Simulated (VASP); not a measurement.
# Y (I4/mmm) in VASP: further runs

Y is run at these levels: r2SCAN; tasks: single point.

Program: VASP 6.6.1. These are calculated values, not measurements. Logs are shortened: lines on timing, memory, paths and dates and some standing lists are left out, and cuts for length are marked.

### 1 The cell of the first run

The structure is tetragonal, space group I4/mmm (No. 139). Conventional cell: a = 3.233 Å, b = 3.233 Å, c = 5.169 Å, α = 90.00°, β = 90.00°, γ = 90.00°. Within 4.3 Å of Y (site symmetry 4/mmm) lie 12 Y at 3.23 to 3.45 Å.

### 2 Single point, r2SCAN (strain -0.080 along x and y, +0.040 along z)

File POSCAR:

```
Y
1.0
    0.0000000000      2.2862000000      2.5844000000
    2.2862000000      0.0000000000      2.5844000000
    2.2862000000      2.2862000000      0.0000000000
Y
1
Direct
    0.0000000000      0.0000000000      0.0000000000
```

File INCAR.step1:

```
PREC = Accurate ; ENCUT = 520
ISMEAR = 0 ; SIGMA = 0.15
LREAL = F ; LASPH = T
NELM = 80 ; NBANDS = 12
GGA = PE ; ALGO = Normal
EDIFF = 1E-4 ; LWAVE = T
LCHARG = F
```

File INCAR.step2:

```
PREC = Accurate ; ENCUT = 520
EDIFF = 1E-6 ; ISMEAR = 0
SIGMA = 0.15 ; LREAL = F
LASPH = T ; NELM = 80
ALGO = Normal ; ISIF = 2
LWAVE = F ; LCHARG = F
METAGGA = R2SCAN ; LMIXTAU = T
NBANDS = 12 ; ISTART = 1
```

File KPOINTS:

```
regular mesh
0
Gamma
  16 16 16
```

Potentials or basis: VASP PAW PBE potentials, release 64 (Y_sv).

Run with:

```sh
$ cat potpaw_PBE.64/Y_sv/POTCAR > POTCAR
$ cp INCAR.step1 INCAR
$ mpirun -np 1 vasp_std > vasp.out
$ cp INCAR.step2 INCAR
$ mpirun -np 1 vasp_std > vasp.out
```

OUTCAR:

```text
PREC = Accurate
   ENCUT = 520
   EDIFF = 1E-6
   ISMEAR = 0
   LREAL = F
   LASPH = T
   NELM = 80
   ISIF = 2
   METAGGA = R2SCAN
   ISTART = 1

 ion  position               nearest neighbor table
   1  0.000  0.000  0.000-

  LATTYP: Found a body centered tetragonal cell.
 ALAT       =     3.2331750463
 C/A-ratio  =     1.5986762009

  Lattice vectors:

 A1 = (  -2.2862000000,   0.0000000000,   2.5844000000)
 A2 = (   2.2862000000,   0.0000000000,   2.5844000000)
 A3 = (   0.0000000000,   2.2862000000,  -2.5844000000)

Analysis of symmetry for initial positions (statically):
=====================================================================
 Subroutine PRICEL returns:
 Original cell was already a primitive cell.

 Routine SETGRP: Setting up the symmetry group for a
 body centered tetragonal supercell.

 Subroutine GETGRP returns: Found 16 space group operations
 (whereof 16 operations were pure point group operations)
 out of a pool of 16 trial point group operations.

The static configuration has the point symmetry D_4h.

Analysis of symmetry for dynamics (positions and initial velocities):
=====================================================================
 Subroutine PRICEL returns:
 Original cell was already a primitive cell.

 Routine SETGRP: Setting up the symmetry group for a
 body centered tetragonal supercell.

 Subroutine GETGRP returns: Found 16 space group operations
 (whereof 16 operations were pure point group operations)
 out of a pool of 16 trial point group operations.

The dynamic configuration has the point symmetry D_4h.

 Subroutine INISYM returns: Found 16 space group operations
 (whereof 16 operations are pure point group operations),
 and found     1 'primitive' translations

----------------------------------------------------------------------------------------

                                     Primitive cell

  volume of cell :      27.0158

  direct lattice vectors                    reciprocal lattice vectors
     0.000000000  2.286200000  2.584400000    -0.218703526  0.218703526  0.193468503
     2.286200000  0.000000000  2.584400000     0.218703526 -0.218703526  0.193468503
     2.286200000  2.286200000  0.000000000     0.218703526  0.218703526 -0.193468503

  length of vectors
     3.450483126  3.450483126  3.233175046     0.364818484  0.364818484  0.364818484

[... 83 lines left out ...]
   NFREE  =      0    steps in history (QN), initial steepest desc. (CG)
   ISIF   =      2    stress and relaxation
   ISYM   =      2    0-nonsym 1-usesym 2-fastsym
   POTIM  = 0.5000    time-step for ionic-motion
   TEBEG  =    0.0;   TEEND  =   0.0 temperature during run
   PSTRESS=    0.0 pullay stress
   NELECT =      11.0000    total number of electrons
   NUPDOWN=      -1.0000    fix difference up-down
   EMIN   =  10.00;   EMAX   =-10.00  energy-range for DOS
   EFERMI =   0.00;   METHOD = LEGACY
   ISMEAR =     0;   SIGMA  =   0.15  broadening in eV -4-tet -1-fermi 0-gaus
   EFERMI_NEDOS =   21; number of points for ismear=-14 and -15
   IALGO  =     38    algorithm
   IMIX   =      4    mixing-type and parameters
     AMIX     =   0.40;   BMIX     =  1.00
     AMIX_MAG =   1.60;   BMIX_MAG =  1.00
  volume/ion in A,a.u.               =      27.02       182.31
  Fermi-wavevector in a.u.,A,eV,Ry     =   1.213388  2.292971 20.031997  1.472310
  Thomas-Fermi vector in A             =   2.348842
   LORBIT       =      0    0 simple, 1 ext, 2 COOP (PROOUT), +10 PAW based schemes
   METAGGA = R2SCAN    functional components
   LHFCALC =     F    Hartree Fock is set to
   AEXX    =    0.0000 exact exchange contribution
   IVDW    =     0    specifies the selected vdW correction
   LEPSILON=     F    determine dielectric tensor
   LRPA    =     F    only Hartree local field effects (RPA)
 non-spin polarized calculation
 Gauss-broadening in eV      SIGMA  =   0.15
  energy-cutoff  :      520.00
  volume of cell :       27.02
 maximum number of plane-waves:       749
 NGX is ok and might be reduce to    28
   NGX = 13   NGY = 13   NGZ = 13

 number of electron      11.0000000 magnetization

 Free energy of the ion-electron system (eV)
  ---------------------------------------------------
  ext. energy  EPLUGINS =         0.00000000
  ---------------------------------------------------
  free energy    TOTEN  =       -20.03384936 eV

  energy without entropy =      -20.01826650  energy(sigma->0) =      -20.02605793

 E-fermi :   4.1086     XC(G=0): -10.9341

 val. band max:        4.1061183512   @ k =  -0.3750   0.2500   0.0625
 cond. band min:       4.1100392463   @ k =   0.3750   0.0625   0.2500
 fundamental gap:      0.0039208952
 Fermi energy:         4.1086083358

 k-point     1 :       0.0000    0.0000    0.0000
  band No.  band energies     occupation
      1     -39.6771      2.00000
      2     -18.5085      2.00000
      3     -18.5085      2.00000
      4     -18.5073      2.00000
      5      -1.0611      2.00000
      6       5.6441      0.00000
      7       6.8293      0.00000
      8       6.8293      0.00000
      9       7.8902      0.00000
     10       9.8216      0.00000
     11      14.1485      0.00000
     12      16.3291      0.00000
[... 331 lines left out ...]
 k-point    24 :      -0.0625    0.0625    0.0000
  band No.  band energies     occupation
      1     -39.6595      2.00000
      2     -18.6452      2.00000
      3     -18.5295      2.00000
      4     -18.5068      2.00000
      5      -0.7066      2.00000
      6       5.8678      0.00000
      7       6.2335      0.00000
      8       6.9838      0.00000
      9       8.0287      0.00000
     10       9.3609      0.00000
     11      14.9541      0.00000
     12      16.8440      0.00000

 [... further k-points ...]

------------------------ aborting loop because EDIFF is reached ----------------------------------------

  FORCE on cell =-STRESS in cart. coord.  units (eV):
  Direction    XX          YY          ZZ          XY          YZ          ZX
  --------------------------------------------------------------------------------------
  -------------------------------------------------------------------------------------
  Total        1.9081491      1.9081491      1.5026455      0.0000000      0.0000000      0.0000000
  in kB      113.1630693    113.1630693     89.1146170      0.0000000      0.0000000      0.0000000
  external PRESSURE =     105.1469185 kB  Pullay stress =       0.0000000 kB

 VOLUME and BASIS-vectors are now :
 -----------------------------------------------------------------------------
  energy-cutoff  :      520.00
  volume of cell :       27.02
      direct lattice vectors                 reciprocal lattice vectors
     0.000000000  2.286200000  2.584400000    -0.218703526  0.218703526  0.193468503
     2.286200000  0.000000000  2.584400000     0.218703526 -0.218703526  0.193468503
     2.286200000  2.286200000  0.000000000     0.218703526  0.218703526 -0.193468503

 POSITION                                       TOTAL-FORCE (eV/Angst)
 -----------------------------------------------------------------------------------
      0.00000      0.00000      0.00000         0.000000     -0.000000      0.000000
 -----------------------------------------------------------------------------------
    total drift:                                0.000000     -0.000000     -0.000000

  FREE ENERGIE OF THE ION-ELECTRON SYSTEM (eV)
  ---------------------------------------------------
  free  energy   TOTEN  =       -20.0338493584 eV

  energy  without entropy=      -20.0182665024  energy(sigma->0) =      -20.02605793
```

Wall time 3.8 min (1 thread of Intel Xeon 6975P-C (Granite Rapids), shared host); peak memory 0.27 GiB.

What came out:

- Free energy: -20.0338 eV
- Pressure: 10.5 GPa
- Band gap on the k mesh: zero (an odd number of electrons rules out a gap without spin polarisation)

Levels at points of the mesh, in eV from the Fermi level:
| k point | band 4 | band 5 | band 6 | band 7 | band 8 | band 9 |
| --- | --- | --- | --- | --- | --- | --- |
| (0.00, 0.00, 0.00) | -22.62 | -5.17 | 1.54 | 2.72 | 2.72 | 3.78 |
| (0.50, 0.00, 0.00) | -22.67 | -2.24 | 1.20 | 1.41 | 2.66 | 6.38 |
| (0.50, 0.50, 0.00) | -22.87 | -2.26 | -0.93 | 1.89 | 6.89 | 7.20 |
| (0.50, 0.00, 0.50) | -22.90 | -2.34 | -1.31 | 3.75 | 6.40 | 6.44 |

Caveat: the cell differs from its parent crystal (strain -0.080 along x and y, +0.040 along z); the cell stands under pressure; the PAW data sets were made with another functional, which shifts forces and pressure a little.

### 3 Single point, r2SCAN (strain -0.040 along x and y, +0.040 along z)

File POSCAR:

```
Y
1.0
    0.0000000000      2.3856000000      2.5844000000
    2.3856000000      0.0000000000      2.5844000000
    2.3856000000      2.3856000000      0.0000000000
Y
1
Direct
    0.0000000000      0.0000000000      0.0000000000
```

File INCAR.step1:

```
  ALGO = Normal
  EDIFF = 1E-4
  ENCUT = 520
  GGA = PE
  ISMEAR = 0
  LASPH = True
  LCHARG = False
  LREAL = False
  LWAVE = True
  NBANDS = 12
  NELM = 60
  PREC = Accurate
  SIGMA = 0.15
```

File INCAR.step2:

```
  ALGO = Normal
  EDIFF = 1E-6
  ENCUT = 520
  ISIF = 2
  ISMEAR = 0
  ISTART = 1
  LASPH = True
  LCHARG = False
  LMIXTAU = True
  LREAL = False
  LWAVE = False
  METAGGA = R2SCAN
  NBANDS = 12
  NELM = 60
  PREC = Accurate
  SIGMA = 0.15
```

File KPOINTS:

```
k-points
0
Gamma
  16 16 16
```

Potentials or basis: VASP PAW PBE potentials, release 64 (Y_sv).

Run with:

```sh
$ cat potpaw_PBE.64/Y_sv/POTCAR > POTCAR
$ cp INCAR.step1 INCAR
$ mpirun -np 1 vasp_std > vasp.out
$ cp INCAR.step2 INCAR
$ mpirun -np 1 vasp_std > vasp.out
```

It took 4.7 min on 1 thread of Intel Xeon 6975P-C (Granite Rapids), shared host; peak memory 0.28 GiB.

The run converged. Its results:

- Free energy: -20.1624 eV
- Pressure: 5.5 GPa
- Band gap on the k mesh: zero (an odd number of electrons rules out a gap without spin polarisation)

Stress tensor (GPa, compression positive):
```
6.06 0.00 0.00
0.00 6.06 0.00
0.00 0.00 4.50
```

Levels at points of the mesh, in eV from the Fermi level:
```csv
k point,band 1,band 2,band 3,band 4,band 5,band 6,band 7,band 8,band 9,band 10
"(0.00, 0.00, 0.00)",-43.95,-22.89,-22.89,-22.88,-5.12,1.72,2.42,2.42,3.95,5.05
"(0.50, 0.00, 0.00)",-43.84,-23.73,-23.03,-22.95,-2.13,0.80,1.56,2.34,6.00,6.40
"(0.50, 0.50, 0.00)",-43.82,-23.64,-23.12,-23.12,-2.07,-0.86,1.79,6.31,6.66,6.66
"(0.50, 0.00, 0.50)",-43.79,-23.67,-23.28,-23.13,-2.07,-1.12,2.95,6.11,6.22,7.07
```

Caveat: the cell differs from its parent crystal (strain -0.040 along x and y, +0.040 along z); the cell stands under pressure; the PAW data sets were made with another functional, which shifts forces and pressure a little.
